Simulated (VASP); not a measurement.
Crystal: MgO.

```
Mg O
1.0
     0.00000    2.10217    2.10217
     2.10217    0.00000    2.10217
     2.10217    2.10217    0.00000
Mg O
1 1
Cartesian
  0.0000 0.0000 0.0000
  2.1022 2.1022 2.1022
```

Program: VASP 6.6.1. Alike in all runs: task single point; potentials or basis VASP PAW PBE potentials, release 64 (Mg, O); no spin polarisation; cell as given; cutoff (eV) 520; smearing gaussian 0.01 eV. Hardware: 1 thread of Intel(R) Xeon(R) Platinum 8488C (Sapphire Rapids) (shared host).

Order these runs on this cell by their wall time, lowest first.
A. level PBEsol; k mesh 8 × 8 × 8
B. level r2SCAN; k mesh 8 × 8 × 8
C. level PBE-based screened hybrid; k mesh 6 × 6 × 6; grid for exact exchange (PRECFOCK) Normal; share of exact exchange 1; screening parameter 0.1 1/Å
D. level PBEsol; k mesh 3 × 3 × 3

D (2.3 s), A (4.9 s), B (20 s), C (410 s).

Caveats: some runs use coarse meshes.
